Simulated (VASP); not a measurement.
# KCl (P6_3/mmc) in VASP: single point with r2SCAN

Aim: the single point of KCl with r2SCAN.

All numbers are computed with VASP 6.6.1; they aren't measurements. Logs are shortened: lines on timing, memory, paths and dates and some standing lists are left out, and cuts for length are marked.

## Step 1: The cell of the first run

The structure is hexagonal, space group P6_3/mmc (No. 194). The conventional cell has a = 5.344 Å, b = 5.344 Å, c = 6.239 Å, α = 90.00°, β = 90.00°, γ = 120.00°. Within 4.1 Å of K (site symmetry -6m2) lie 5 Cl at 3.09 to 3.12 Å. Cl (site symmetry -6m2) has 5 K at 3.09 to 3.12 Å within 4.1 Å.

## Step 2: Single point, r2SCAN

File POSCAR:

```
KCl
1.0
    5.3436721751      0.0000000000      0.0000000000
   -2.6718360875      4.6277558531      0.0000000000
    0.0000000000      0.0000000000      6.2390534000
K Cl
2 2
Direct
    0.3333333333      0.6666666667      0.2500000000
    0.6666666667      0.3333333333      0.7500000000
    0.6666666667      0.3333333333      0.2500000000
    0.3333333333      0.6666666667      0.7500000000
```

File INCAR.step1:

```
PREC = Accurate
ENCUT = 520
ISMEAR = 0
SIGMA = 0.01
LREAL = F
LASPH = T
NELM = 80
NBANDS = 24
GGA = PE
ALGO = Normal
EDIFF = 1E-4
LWAVE = T
LCHARG = F
```

File INCAR.step2:

```
PREC = Accurate
ENCUT = 520
EDIFF = 1E-6
ISMEAR = 0
SIGMA = 0.01
LREAL = F
LASPH = T
NELM = 80
ALGO = Normal
ISIF = 2
LWAVE = F
LCHARG = F
METAGGA = R2SCAN
LMIXTAU = T
NBANDS = 24
ISTART = 1
```

File KPOINTS:

```
regular mesh
0
Gamma
  6 6 4
```

Potentials or basis: VASP PAW PBE potentials, release 64 (K_sv, Cl).

The run is started by

```console
$ cat potpaw_PBE.64/K_sv/POTCAR potpaw_PBE.64/Cl/POTCAR > POTCAR
$ cp INCAR.step1 INCAR
$ mpirun -np 1 vasp_std > vasp.out
$ cp INCAR.step2 INCAR
$ mpirun -np 1 vasp_std > vasp.out
```

OUTCAR:

```text
PREC = Accurate
   ENCUT = 520
   EDIFF = 1E-6
   ISMEAR = 0
   LREAL = F
   LASPH = T
   NELM = 80
   ISIF = 2
   METAGGA = R2SCAN
   ISTART = 1

 ion  position               nearest neighbor table
   1  0.333  0.667  0.250-   3 3.09   3 3.09   3 3.09   4 3.12   4 3.12
   2  0.667  0.333  0.750-   4 3.09   4 3.09   4 3.09   3 3.12   3 3.12
   3  0.667  0.333  0.250-   1 3.09   1 3.09   1 3.09   2 3.12   2 3.12
   4  0.333  0.667  0.750-   2 3.09   2 3.09   2 3.09   1 3.12   1 3.12

  LATTYP: Found a hexagonal cell.
 ALAT       =     5.3436721751
 C/A-ratio  =     1.1675591607

  Lattice vectors:

 A1 = (   5.3436721751,   0.0000000000,   0.0000000000)
 A2 = (  -2.6718360875,   4.6277558531,   0.0000000000)
 A3 = (   0.0000000000,   0.0000000000,   6.2390534000)

Analysis of symmetry for initial positions (statically):
=====================================================================
 Subroutine PRICEL returns:
 Original cell was already a primitive cell.

 Routine SETGRP: Setting up the symmetry group for a
 hexagonal supercell.

 Subroutine GETGRP returns: Found 24 space group operations
 (whereof 12 operations were pure point group operations)
 out of a pool of 24 trial point group operations.

The static configuration has the point symmetry D_3d.
 The point group associated with its full space group is D_6h.

Analysis of symmetry for dynamics (positions and initial velocities):
=====================================================================
 Subroutine PRICEL returns:
 Original cell was already a primitive cell.

 Routine SETGRP: Setting up the symmetry group for a
 hexagonal supercell.

 Subroutine GETGRP returns: Found 24 space group operations
 (whereof 12 operations were pure point group operations)
 out of a pool of 24 trial point group operations.

The dynamic configuration has the point symmetry D_3d.
 The point group associated with its full space group is D_6h.

 Subroutine INISYM returns: Found 24 space group operations
 (whereof 12 operations are pure point group operations),
 and found     1 'primitive' translations

----------------------------------------------------------------------------------------

                                     Primitive cell

  volume of cell :     154.2869

  direct lattice vectors                    reciprocal lattice vectors
     5.343672175  0.000000000  0.000000000     0.187137228  0.108043729  0.000000000
    -2.671836088  4.627755853  0.000000000     0.000000000  0.216087458  0.000000000
     0.000000000  0.000000000  6.239053400     0.000000000  0.000000000  0.160280725

  length of vectors
     5.343672175  5.343672175  6.239053400     0.216087458  0.216087458  0.160280725

  position of ions in fractional coordinates (direct lattice)
     0.333333333  0.666666667  0.250000000
     0.666666667  0.333333333  0.750000000
     0.666666667  0.333333333  0.250000000
     0.333333333  0.666666667  0.750000000

  ion indices of the primitive-cell ions
   primitive index   ion index
                 1           1
                 2           2
                 3           3
                 4           4

----------------------------------------------------------------------------------------

 KPOINTS: regular mesh

Automatic generation of k-mesh.
 Grid dimensions read from file:
 generate k-points for:    6    6    4

 Generating k-lattice:

  Cartesian coordinates                     Fractional coordinates (reciprocal lattice)
     0.031189538  0.018007288  0.000000000     0.166666667  0.000000000  0.000000000
     0.000000000  0.036014576  0.000000000     0.000000000  0.166666667  0.000000000
     0.000000000  0.000000000  0.040070181     0.000000000  0.000000000  0.250000000

  Length of vectors
     0.036014576  0.036014576  0.040070181

  Shift w.r.t. Gamma in fractional coordinates (k-lattice)
     0.000000000  0.000000000  0.000000000

 Subroutine IBZKPT returns following result:
 ===========================================

 Found     21 irreducible k-points:

 Following reciprocal coordinates:
            Coordinates               Weight
  0.000000  0.000000  0.000000      1.000000
  0.166667  0.000000  0.000000      6.000000
  0.333333  0.000000  0.000000      6.000000
  0.500000  0.000000  0.000000      3.000000
  0.166667  0.166667  0.000000      6.000000
  0.333333  0.166667  0.000000     12.000000
[... 13 lines left out ...]
  0.333333  0.166667  0.500000     12.000000
  0.333333  0.333333  0.500000      2.000000
   k-points           NKPTS =     21   k-points in BZ     NKDIM =     21   number of bands    NBANDS=     24
   number of dos      NEDOS =    301   number of ions     NIONS =      4
   total plane-waves  NPLWV =  76800
   dimension x,y,z NGX =    40 NGY =   40 NGZ =   48
   dimension x,y,z NGXF=    80 NGYF=   80 NGZF=   96
   ions per type =               2   2
   NGX,Y,Z   is equivalent  to a cutoff of  12.44, 12.44, 12.79 a.u.
   NGXF,Y,Z  is equivalent  to a cutoff of  24.89, 24.89, 25.58 a.u.
 SYSTEM =  unknown system
   PREC   = accura    normal or accurate (medium, high low for compatibility)
   ISTART =      1    job   : 0-new  1-cont  2-samecut
   ICHARG =      0    charge: 1-file 2-atom 10-const
   ISPIN  =      1    spin polarized calculation?
   LNONCOLLINEAR =      F non collinear calculations
   LSORBIT =      F    spin-orbit coupling
   LASPH  =      T    aspherical Exc in radial PAW
   ENCUT  =  520.0 eV  38.22 Ry    6.18 a.u.   9.94  9.94 11.60*2*pi/ulx,y,z
   NELM   =     80;   NELMIN=  2; NELMDL=  0     # of ELM steps
   EDIFF  = 0.1E-05   stopping-criterion for ELM
   LREAL  =      F    real-space projection
   EDIFFG = 0.1E-04   stopping-criterion for IOM
   NSW    =      0    number of steps for IOM
   IBRION =     -1    ionic relax: 0-MD 1-quasi-New 2-CG
   NFREE  =      0    steps in history (QN), initial steepest desc. (CG)
   ISIF   =      2    stress and relaxation
   ISYM   =      2    0-nonsym 1-usesym 2-fastsym
   POTIM  = 0.5000    time-step for ionic-motion
   TEBEG  =    0.0;   TEEND  =   0.0 temperature during run
   PSTRESS=    0.0 pullay stress
   NELECT =      32.0000    total number of electrons
   NUPDOWN=      -1.0000    fix difference up-down
   EMIN   =  10.00;   EMAX   =-10.00  energy-range for DOS
   EFERMI =   0.00;   METHOD = LEGACY
   ISMEAR =     0;   SIGMA  =   0.01  broadening in eV -4-tet -1-fermi 0-gaus
   EFERMI_NEDOS =   21; number of points for ismear=-14 and -15
   IALGO  =     38    algorithm
   IMIX   =      4    mixing-type and parameters
     AMIX     =   0.40;   BMIX     =  1.00
     AMIX_MAG =   1.60;   BMIX_MAG =  1.00
  volume/ion in A,a.u.               =      38.57       260.29
  Fermi-wavevector in a.u.,A,eV,Ry     =   0.969055  1.831249 12.776795  0.939068
  Thomas-Fermi vector in A             =   2.099076
   LORBIT       =      0    0 simple, 1 ext, 2 COOP (PROOUT), +10 PAW based schemes
   METAGGA = R2SCAN    functional components
   LHFCALC =     F    Hartree Fock is set to
   AEXX    =    0.0000 exact exchange contribution
   IVDW    =     0    specifies the selected vdW correction
   LEPSILON=     F    determine dielectric tensor
   LRPA    =     F    only Hartree local field effects (RPA)
 non-spin polarized calculation
 Gauss-broadening in eV      SIGMA  =   0.01
  energy-cutoff  :      520.00
  volume of cell :      154.29
 maximum number of plane-waves:      4176
 NGX is ok and might be reduce to    40
   NGX = 19   NGY = 19   NGZ = 23

 number of electron      32.0000001 magnetization

 Free energy of the ion-electron system (eV)
  ---------------------------------------------------
  ext. energy  EPLUGINS =         0.00000000
  ---------------------------------------------------
  free energy    TOTEN  =       -32.74530312 eV

  energy without entropy =      -32.74530312  energy(sigma->0) =      -32.74530312

 E-fermi :  -2.9546     XC(G=0):  -6.8291

 val. band max:       -3.0365542982   @ k =   0.0000   0.0000   0.0000
 cond. band min:       2.3189264531   @ k =   0.0000   0.0000   0.0000
 fundamental gap:      5.3554807513
 Fermi energy:        -2.9545626060

 k-point     1 :       0.0000    0.0000    0.0000
  band No.  band energies     occupation
      1     -31.4620      2.00000
      2     -31.4499      2.00000
      3     -15.6514      2.00000
      4     -15.5649      2.00000
      5     -14.2634      2.00000
      6     -14.2296      2.00000
[... 16 lines left out ...]
     23       6.8013      0.00000
     24       6.9437      0.00000

 k-point     2 :       0.1667    0.0000    0.0000
  band No.  band energies     occupation
      1     -31.4611      2.00000
      2     -31.4504      2.00000
      3     -15.6788      2.00000
      4     -15.6059      2.00000
      5     -14.2557      2.00000
      6     -14.2338      2.00000
[... 16 lines left out ...]
     23       6.7992      0.00000
     24       7.0878      0.00000

 k-point     3 :       0.3333    0.0000    0.0000
  band No.  band energies     occupation
      1     -31.4588      2.00000
      2     -31.4518      2.00000
      3     -15.7270      2.00000
      4     -15.6834      2.00000
      5     -14.2418      2.00000
      6     -14.2363      2.00000
[... 16 lines left out ...]
     23       6.9961      0.00000
     24       7.1104      0.00000
[... 433 lines left out ...]
 k-point    20 :       0.3333    0.1667    0.5000
  band No.  band energies     occupation
      1     -31.4549      2.00000
      2     -31.4549      2.00000
      3     -15.8269      2.00000
      4     -15.8269      2.00000
      5     -14.2183      2.00000
      6     -14.2183      2.00000
[... 16 lines left out ...]
     23       7.0066      0.00000
     24       7.0066      0.00000

 k-point    21 :       0.3333    0.3333    0.5000
  band No.  band energies     occupation
      1     -31.4548      2.00000
      2     -31.4548      2.00000
      3     -15.8393      2.00000
      4     -15.8393      2.00000
      5     -14.2230      2.00000
      6     -14.2230      2.00000
[... 16 lines left out ...]
     23       6.9292      0.00000
     24       6.9292      0.00000

------------------------ aborting loop because EDIFF is reached ----------------------------------------

  FORCE on cell =-STRESS in cart. coord.  units (eV):
  Direction    XX          YY          ZZ          XY          YZ          ZX
  --------------------------------------------------------------------------------------
  -------------------------------------------------------------------------------------
  Total       -0.0081150     -0.0081150     -0.0024288     -0.0000000      0.0000000      0.0000000
  in kB       -0.0842693     -0.0842693     -0.0252214     -0.0000000      0.0000000      0.0000000
  external PRESSURE =      -0.0645867 kB  Pullay stress =       0.0000000 kB

 VOLUME and BASIS-vectors are now :
 -----------------------------------------------------------------------------
  energy-cutoff  :      520.00
  volume of cell :      154.29
      direct lattice vectors                 reciprocal lattice vectors
     5.343672175  0.000000000  0.000000000     0.187137228  0.108043729  0.000000000
    -2.671836088  4.627755853  0.000000000     0.000000000  0.216087458  0.000000000
     0.000000000  0.000000000  6.239053400     0.000000000  0.000000000  0.160280725

 POSITION                                       TOTAL-FORCE (eV/Angst)
 -----------------------------------------------------------------------------------
     -0.00000      3.08517      1.55976         0.000000     -0.000000      0.000000
      2.67184      1.54259      4.67929         0.000000      0.000000      0.000000
      2.67184      1.54259      1.55976        -0.000000      0.000000      0.000000
     -0.00000      3.08517      4.67929        -0.000000      0.000000      0.000000
 -----------------------------------------------------------------------------------
    total drift:                               -0.000000      0.000000     -0.000000

  FREE ENERGIE OF THE ION-ELECTRON SYSTEM (eV)
  ---------------------------------------------------
  free  energy   TOTEN  =       -32.7453031222 eV

  energy  without entropy=      -32.7453031222  energy(sigma->0) =      -32.74530312
```

Wall time 4 min (1 thread of Intel Xeon Platinum 8559C (Emerald Rapids), shared host); peak memory 0.31 GiB.

Results:

- Free energy: -32.7453 eV
- Pressure: 0.0 GPa
- Band gap on the k mesh: 5.36 eV

Caveat: the PAW data sets were made with another functional, which shifts forces and pressure a little. A k mesh can miss the band edges.
